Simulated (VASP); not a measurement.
# MnO2 (P-3m1) in VASP: notebook

MnO2 is run at these levels: PBEsol; tasks: single point.

Program: VASP 6.6.1. These are calculated values, not measurements. Logs are shortened: lines on timing, memory, paths and dates and some standing lists are left out, and cuts for length are marked.

**1. The cell of the first run**

The structure is trigonal, space group P-3m1 (No. 164). The conventional cell has a = 2.875 Å, b = 2.875 Å, c = 4.632 Å, α = 90.00°, β = 90.00°, γ = 120.00°. Within 2.5 Å of Mn (site symmetry -3m) lie 6 O at 1.92 Å. O (site symmetry 3m) has 3 Mn at 1.92 Å and 3 O at 2.53 Å within 2.6 Å.

**2. Single point, PBEsol, collinear spin, ferromagnetic start**

The input, INCAR:

```
PREC = Accurate
ENCUT = 700
EDIFF = 1E-6
ISMEAR = -1
SIGMA = 0.05
LREAL = F
LASPH = T
NELM = 200
ALGO = Normal
ISIF = 2
LWAVE = F
LCHARG = T
ISPIN = 2
MAGMOM = 4 0 0
LORBIT = 11
LMAXMIX = 4
GGA = PS
LELF = T
LVHAR = T
NBANDS = 24
GGA_COMPAT = F
```

The input, KPOINTS:

```
regular mesh
0
Gamma
  11 11 6
```

The input, POSCAR:

```
MnO2
1.0
    2.8754964680      0.0000000000      0.0000000000
   -1.4377482340      2.4902529899      0.0000000000
    0.0000000000      0.0000000000      4.6318476229
Mn O
1 2
Direct
    0.0000000000      0.0000000000      0.5000000000
    0.3333333333      0.6666666667      0.7062925700
    0.6666666667      0.3333333333      0.2937074300
```

Potentials or basis: VASP PAW PBE potentials, release 64 (Mn_sv, O).

Launch:

```bash
> cat potpaw_PBE.64/Mn_sv/POTCAR potpaw_PBE.64/O/POTCAR > POTCAR
> mpirun -np 1 vasp_std > vasp.out
```

OUTCAR:

```text
PREC = Accurate
   ENCUT = 700
   EDIFF = 1E-6
   ISMEAR = -1
   LREAL = F
   LASPH = T
   NELM = 200
   ISIF = 2
   ISPIN = 2
   LORBIT = 11
   GGA = PS

 ion  position               nearest neighbor table
   1  0.000  0.000  0.500-   2 1.92   3 1.92   3 1.92   2 1.92   3 1.92   2 1.92
   2  0.333  0.667  0.706-   1 1.92   1 1.92   1 1.92
   3  0.667  0.333  0.294-   1 1.92   1 1.92   1 1.92

  LATTYP: Found a hexagonal cell.
 ALAT       =     2.8754964680
 C/A-ratio  =     1.6107992739

  Lattice vectors:

 A1 = (   2.8754964680,   0.0000000000,   0.0000000000)
 A2 = (  -1.4377482340,   2.4902529899,   0.0000000000)
 A3 = (   0.0000000000,   0.0000000000,   4.6318476229)

Analysis of symmetry for initial positions (statically):
=====================================================================
 Subroutine PRICEL returns:
 Original cell was already a primitive cell.

 Routine SETGRP: Setting up the symmetry group for a
 hexagonal supercell.

 Subroutine GETGRP returns: Found 12 space group operations
 (whereof 12 operations were pure point group operations)
 out of a pool of 24 trial point group operations.

The static configuration has the point symmetry D_3d.

Analysis of symmetry for dynamics (positions and initial velocities):
=====================================================================
 Subroutine PRICEL returns:
 Original cell was already a primitive cell.

 Routine SETGRP: Setting up the symmetry group for a
 hexagonal supercell.

 Subroutine GETGRP returns: Found 12 space group operations
 (whereof 12 operations were pure point group operations)
 out of a pool of 24 trial point group operations.

The dynamic configuration has the point symmetry D_3d.

Analysis of structural, dynamic, and magnetic symmetry:
=====================================================================
 Subroutine PRICEL returns:
 Original cell was already a primitive cell.

 Routine SETGRP: Setting up the symmetry group for a
 hexagonal supercell.

 Subroutine GETGRP returns: Found 12 space group operations
 (whereof 12 operations were pure point group operations)
 out of a pool of 24 trial point group operations.

The overall configuration has the point symmetry D_3d.

 Subroutine INISYM returns: Found 12 space group operations
 (whereof 12 operations are pure point group operations),
 and found     1 'primitive' translations

----------------------------------------------------------------------------------------

                                     Primitive cell

  volume of cell :      33.1673

  direct lattice vectors                    reciprocal lattice vectors
     2.875496468  0.000000000  0.000000000     0.347766033  0.200782813  0.000000000
    -1.437748234  2.490252990  0.000000000     0.000000000  0.401565626  0.000000000
     0.000000000  0.000000000  4.631847623     0.000000000  0.000000000  0.215896567

  length of vectors
     2.875496468  2.875496468  4.631847623     0.401565626  0.401565626  0.215896567

  position of ions in fractional coordinates (direct lattice)
     0.000000000  0.000000000  0.500000000
     0.333333333  0.666666667  0.706292570
     0.666666667  0.333333333  0.293707430

  ion indices of the primitive-cell ions
   primitive index   ion index
                 1           1
                 2           2
                 3           3

----------------------------------------------------------------------------------------

 KPOINTS: regular mesh

Automatic generation of k-mesh.
 Grid dimensions read from file:
 generate k-points for:   11   11    6

 Generating k-lattice:

  Cartesian coordinates                     Fractional coordinates (reciprocal lattice)
     0.031615094  0.018252983  0.000000000     0.090909091  0.000000000  0.000000000
     0.000000000  0.036505966  0.000000000     0.000000000  0.090909091  0.000000000
     0.000000000  0.000000000  0.035982761     0.000000000  0.000000000  0.166666667

  Length of vectors
     0.036505966  0.036505966  0.035982761

  Shift w.r.t. Gamma in fractional coordinates (k-lattice)
     0.000000000  0.000000000  0.000000000

 Subroutine IBZKPT returns following result:
 ===========================================

 Found     84 irreducible k-points:

 Following reciprocal coordinates:
            Coordinates               Weight
  0.000000  0.000000  0.000000      1.000000
  0.090909  0.000000  0.000000      6.000000
  0.181818  0.000000  0.000000      6.000000
  0.272727  0.000000  0.000000      6.000000
  0.363636  0.000000  0.000000      6.000000
  0.454545  0.000000  0.000000      6.000000
[... 16 lines left out ...]
  0.000000  0.272727  0.166667      6.000000
  0.363636  0.000000  0.166667      6.000000
 [... further k-points ...]
   k-points           NKPTS =     84   k-points in BZ     NKDIM =     84   number of bands    NBANDS=     24
   number of dos      NEDOS =    301   number of ions     NIONS =      3
   total plane-waves  NPLWV =  31360
   dimension x,y,z NGX =    28 NGY =   28 NGZ =   40
   dimension x,y,z NGXF=    56 NGYF=   56 NGZF=   80
   ions per type =               1   2
   NGX,Y,Z   is equivalent  to a cutoff of  16.19, 16.19, 14.36 a.u.
   NGXF,Y,Z  is equivalent  to a cutoff of  32.38, 32.38, 28.71 a.u.
 SYSTEM =  unknown system
   PREC   = accura    normal or accurate (medium, high low for compatibility)
   ISTART =      0    job   : 0-new  1-cont  2-samecut
   ICHARG =      2    charge: 1-file 2-atom 10-const
   ISPIN  =      2    spin polarized calculation?
   LNONCOLLINEAR =      F non collinear calculations
   LSORBIT =      F    spin-orbit coupling
   LASPH  =      T    aspherical Exc in radial PAW
   ENCUT  =  700.0 eV  51.45 Ry    7.17 a.u.   6.20  6.20  9.99*2*pi/ulx,y,z
   NELM   =    200;   NELMIN=  2; NELMDL= -5     # of ELM steps
   EDIFF  = 0.1E-05   stopping-criterion for ELM
   LREAL  =      F    real-space projection
[... 7 lines left out ...]
   TEBEG  =    0.0;   TEEND  =   0.0 temperature during run
   PSTRESS=    0.0 pullay stress
   NELECT =      27.0000    total number of electrons
   NUPDOWN=      -1.0000    fix difference up-down
   EMIN   =  10.00;   EMAX   =-10.00  energy-range for DOS
   EFERMI =   0.00;   METHOD = LEGACY
   ISMEAR =    -1;   SIGMA  =   0.05  broadening in eV -4-tet -1-fermi 0-gaus
   EFERMI_NEDOS =   21; number of points for ismear=-14 and -15
   IALGO  =     38    algorithm
   IMIX   =      4    mixing-type and parameters
     AMIX     =   0.40;   BMIX     =  1.00
     AMIX_MAG =   1.60;   BMIX_MAG =  1.00
  volume/ion in A,a.u.               =      11.06        74.61
  Fermi-wavevector in a.u.,A,eV,Ry     =   1.528595  2.888627 31.791428  2.336604
  Thomas-Fermi vector in A             =   2.636332
   LORBIT       =     11    0 simple, 1 ext, 2 COOP (PROOUT), +10 PAW based schemes
   GGA     = PS    functional components
   LHFCALC =     F    Hartree Fock is set to
   AEXX    =    0.0000 exact exchange contribution
   IVDW    =     0    specifies the selected vdW correction
   LEPSILON=     F    determine dielectric tensor
   LRPA    =     F    only Hartree local field effects (RPA)
 spin polarized calculation
  energy-cutoff  :      700.00
  volume of cell :       33.17
 maximum number of plane-waves:      1414
 NGX is ok and might be reduce to    28
   NGX = 13   NGY = 13   NGZ = 19

 number of electron      26.9999991 magnetization       3.0005135

 Free energy of the ion-electron system (eV)
  ---------------------------------------------------
  ext. energy  EPLUGINS =         0.00000000
  ---------------------------------------------------
  free energy    TOTEN  =       -25.24437772 eV

  energy without entropy =      -25.24436879  energy(sigma->0) =      -25.24437325

 E-fermi :   4.5164     XC(G=0): -10.9894

 val. band max:        4.1039670153   @ k =   0.0909   0.0000   0.5000
 cond. band min:       4.8973472261   @ k =   0.0000   0.0000   0.5000
 fundamental gap:      0.7933802108
 Fermi energy:         4.5163568174

 spin component 1

 k-point     1 :       0.0000    0.0000    0.0000
  band No.  band energies     occupation
      1     -77.2317      1.00000
      2     -45.9973      1.00000
      3     -45.9973      1.00000
      4     -45.9967      1.00000
      5     -15.3776      1.00000
      6     -13.0876      1.00000
[... 16 lines left out ...]
     23      25.8993      0.00000
     24      27.2753      0.00000

 k-point     2 :       0.0909    0.0000    0.0000
  band No.  band energies     occupation
      1     -77.2304      1.00000
      2     -46.0096      1.00000
      3     -46.0001      1.00000
      4     -45.9947      1.00000
      5     -15.2726      1.00000
      6     -13.1184      1.00000
[... 16 lines left out ...]
     23      24.6255      0.00000
     24      27.4489      0.00000

 k-point     3 :       0.1818    0.0000    0.0000
  band No.  band energies     occupation
      1     -77.2267      1.00000
      2     -46.0425      1.00000
      3     -46.0076      1.00000
      4     -45.9893      1.00000
      5     -14.9797      1.00000
      6     -13.2029      1.00000
[... 16 lines left out ...]
     23      24.1436      0.00000
     24      25.8993      0.00000
[... 514 lines left out ...]
 k-point    23 :       0.0000    0.2727    0.1667
  band No.  band energies     occupation
      1     -77.2220      1.00000
      2     -46.0854      1.00000
      3     -46.0173      1.00000
      4     -45.9822      1.00000
      5     -14.5510      1.00000
      6     -13.3360      1.00000
[... 16 lines left out ...]
     23      23.0946      0.00000
     24      24.7269      0.00000

 k-point    24 :       0.3636    0.0000    0.1667
  band No.  band energies     occupation
      1     -77.2176      1.00000
      2     -46.1246      1.00000
      3     -46.0263      1.00000
      4     -45.9757      1.00000
      5     -14.1094      1.00000
      6     -13.4757      1.00000
[... 16 lines left out ...]
     23      22.8252      0.00000
     24      24.5225      0.00000

 [... further k-points ...]

 spin component 2

 k-point     1 :       0.0000    0.0000    0.0000
  band No.  band energies     occupation
      1     -74.0462      1.00000
      2     -42.9354      1.00000
      3     -42.9354      1.00000
      4     -42.7708      1.00000
      5     -15.2180      1.00000
      6     -12.9825      1.00000
[... 16 lines left out ...]
     23      26.3573      0.00000
     24      28.2135      0.00000

 k-point     2 :       0.0909    0.0000    0.0000
  band No.  band energies     occupation
      1     -74.0447      1.00000
      2     -42.9500      1.00000
      3     -42.9386      1.00000
      4     -42.7682      1.00000
      5     -15.1142      1.00000
      6     -13.0107      1.00000
[... 16 lines left out ...]
     23      25.3224      0.00000
     24      28.3140      0.00000

 k-point     3 :       0.1818    0.0000    0.0000
  band No.  band energies     occupation
      1     -74.0405      1.00000
      2     -42.9891      1.00000
      3     -42.9473      1.00000
      4     -42.7613      1.00000
      5     -14.8254      1.00000
      6     -13.0885      1.00000
[... 16 lines left out ...]
     23      24.9356      0.00000
     24      26.2612      0.00000
[... 514 lines left out ...]
 k-point    23 :       0.0000    0.2727    0.1667
  band No.  band energies     occupation
      1     -74.0351      1.00000
      2     -43.0400      1.00000
      3     -42.9586      1.00000
      4     -42.7524      1.00000
      5     -14.4035      1.00000
      6     -13.2140      1.00000
[... 16 lines left out ...]
     23      23.6789      0.00000
     24      25.6124      0.00000

 k-point    24 :       0.3636    0.0000    0.1667
  band No.  band energies     occupation
      1     -74.0301      1.00000
      2     -43.0864      1.00000
      3     -42.9689      1.00000
      4     -42.7441      1.00000
      5     -13.9694      1.00000
      6     -13.3479      1.00000
[... 16 lines left out ...]
     23      23.3481      0.00000
     24      25.2817      0.00000

 [... further k-points ...]

------------------------ aborting loop because EDIFF is reached ----------------------------------------

  FORCE on cell =-STRESS in cart. coord.  units (eV):
  Direction    XX          YY          ZZ          XY          YZ          ZX
  --------------------------------------------------------------------------------------
  -------------------------------------------------------------------------------------
  Total       -1.5072137     -1.5072137     -0.7327136      0.0000000     -0.0000000      0.0000000
  in kB      -72.8072867    -72.8072867    -35.3943759      0.0000000     -0.0000000      0.0000000
  external PRESSURE =     -60.3363164 kB  Pullay stress =       0.0000000 kB

 VOLUME and BASIS-vectors are now :
 -----------------------------------------------------------------------------
  energy-cutoff  :      700.00
  volume of cell :       33.17
      direct lattice vectors                 reciprocal lattice vectors
     2.875496468  0.000000000  0.000000000     0.347766033  0.200782813  0.000000000
    -1.437748234  2.490252990  0.000000000     0.000000000  0.401565626  0.000000000
     0.000000000  0.000000000  4.631847623     0.000000000  0.000000000  0.215896567

 POSITION                                       TOTAL-FORCE (eV/Angst)
 -----------------------------------------------------------------------------------
      0.00000      0.00000      2.31592        -0.000000      0.000000      0.000000
     -0.00000      1.66017      3.27144         0.000000      0.000000     -0.447422
      1.43775      0.83008      1.36041        -0.000000     -0.000000      0.447422
 -----------------------------------------------------------------------------------
    total drift:                                0.000000     -0.000000      0.000000

  FREE ENERGIE OF THE ION-ELECTRON SYSTEM (eV)
  ---------------------------------------------------
  free  energy   TOTEN  =       -25.2443777159 eV

  energy  without entropy=      -25.2443687918  energy(sigma->0) =      -25.24437325

 total charge

# of ion       s       p       d       tot
------------------------------------------
    1        2.204   6.107   4.452  12.762
    2        1.573   3.392   0.000   4.965
    3        1.573   3.392   0.000   4.965
--------------------------------------------------
tot          5.349  12.892   4.452  22.692

 magnetization (x)

# of ion       s       p       d       tot
------------------------------------------
    1        0.024   0.017   2.700   2.741
    2        0.004   0.028   0.000   0.032
    3        0.004   0.028   0.000   0.032
--------------------------------------------------
tot          0.031   0.074   2.700   2.804
```

Run time: 3.6 min. Hardware: 1 thread of AMD EPYC 7R13 (Zen 3), shared host; peak memory 0.26 GiB.

Results:

| Item | Value |
| --- | --- |
| Free energy | -25.2444 eV |
| Pressure | -6.0 GPa |
| Largest force | 0.447 eV/Å |
| Band gap on the k mesh | 0.79 eV (least direct gap 0.85 eV) |
| Net moment | 3.00 μB per cell |
| Site moments | Mn +2.74; O +0.03 μB |
| Valence electrons inside the program's atomic spheres | Mn 12.76; O 4.96 |

Forces in eV/Å, atoms in the order of the input:
```
Mn   0.000  0.000  0.000
O    0.000  0.000 -0.447
O    0.000  0.000  0.447
```

Stress tensor (GPa, compression positive):
```
-7.28  0.00  0.00
 0.00 -7.28  0.00
 0.00  0.00 -3.54
```

Levels at points of the mesh, in eV from the valence-band top:
Spin up:
```csv
k point,band 11,band 12,band 13,band 14,band 15,band 16,band 17,band 18,band 19,band 20
"(0.00, 0.00, 0.00)",-2.36,-1.42,-1.42,-1.16,-0.36,2.77,2.77,6.84,10.05,14.48
"(0.00, 0.00, 0.50)",-2.36,-2.36,-1.47,-1.47,-0.06,2.82,2.82,8.94,9.10,13.32
```
Spin down:
```tsv
k point	band 9	band 10	band 11	band 12	band 13	band 14	band 15	band 16
(0.00, 0.00, 0.00)	-4.98	-1.36	-1.36	-1.00	0.80	0.80	2.38	4.14
(0.00, 0.00, 0.50)	-4.55	-2.32	-1.40	-1.40	0.79	0.79	2.50	4.19
```

Caveat: the cell stands under tension; the PAW data sets were made with another functional, which shifts forces and pressure a little; a cell with one magnetic atom can't hold antiferromagnetic order, which such compounds often take.

**3. Single point, PBEsol, collinear spin, ferromagnetic start**

This run uses another cell than the first one, of 10.41 Å³/atom.

The input, INCAR:

```
SYSTEM = MnO2
PREC = Accurate
ENCUT = 700
EDIFF = 1E-6
ISMEAR = -1
SIGMA = 0.05
LREAL = .False.
LASPH = .True.
NELM = 200
ALGO = Normal
ISIF = 2
LWAVE = .False.
LCHARG = .False.
ISPIN = 2
MAGMOM = 4 0 0
LORBIT = 11
LMAXMIX = 4
GGA = PS
NBANDS = 24
GGA_COMPAT = .False.
```

The input, KPOINTS:

```
regular mesh
0
Gamma
  11 11 6
  0 0 0
```

The input, POSCAR:

```
MnO2
1.0
    2.8179710399      0.0000000000      0.0000000000
   -1.4089855200      2.4404345078      0.0000000000
    0.0000000000      0.0000000000      4.5391857050
Mn O
1 2
Direct
    0.0000000000      0.0000000000      0.5000000000
    0.3333333333      0.6666666667      0.7062925700
    0.6666666667      0.3333333333      0.2937074300
```

Potentials or basis: VASP PAW PBE potentials, release 64 (Mn_sv, O).

Launch:

```bash
> cat potpaw_PBE.64/Mn_sv/POTCAR potpaw_PBE.64/O/POTCAR > POTCAR
> mpirun -np 1 vasp_std > vasp.out
```

Run time: 2.5 min. Hardware: 1 thread of Intel Xeon Platinum 8259CL at 2.50GHz (Skylake/Cascade Lake), shared host; peak memory 0.27 GiB.

It converged, with:

* Free energy: -25.2428 eV
* Pressure: 6.2 GPa
* Largest force: 0.442 eV/Å
* Band gap on the k mesh: 0.56 eV (least direct gap 0.60 eV)
* Net moment: 3.00 μB per cell
* Site moments: Mn +2.69; O +0.06 μB
* Valence electrons inside the program's atomic spheres: Mn 12.83; O 5.00

Forces on the atoms (eV/Å):
```
Mn   0.000  0.000  0.000
O    0.000  0.000  0.442
O    0.000  0.000 -0.442
```

Stress tensor (GPa, compression positive):
```
6.80 0.00 0.00
0.00 6.80 0.00
0.00 0.00 5.10
```

Levels at points of the mesh, in eV from the valence-band top:
Spin up:
| k point | band 11 | band 12 | band 13 | band 14 | band 15 | band 16 | band 17 | band 18 | band 19 | band 20 |
| --- | --- | --- | --- | --- | --- | --- | --- | --- | --- | --- |
| (0.00, 0.00, 0.00) | -2.52 | -1.68 | -1.68 | -1.46 | -0.39 | 2.92 | 2.92 | 7.11 | 10.23 | 14.92 |
| (0.00, 0.00, 0.50) | -2.53 | -2.53 | -1.73 | -1.73 | -0.04 | 2.97 | 2.97 | 9.14 | 9.60 | 13.31 |
Spin down:
| k point | band 10 | band 11 | band 12 | band 13 | band 14 | band 15 |
| --- | --- | --- | --- | --- | --- | --- |
| (0.00, 0.00, 0.00) | -1.56 | -1.56 | -1.24 | 0.57 | 0.57 | 2.33 |
| (0.00, 0.00, 0.50) | -2.69 | -1.61 | -1.61 | 0.56 | 0.56 | 2.49 |

Caveat: the cell stands under pressure; the PAW data sets were made with another functional, which shifts forces and pressure a little; a cell with one magnetic atom can't hold antiferromagnetic order, which such compounds often take. A k mesh can miss the band edges.
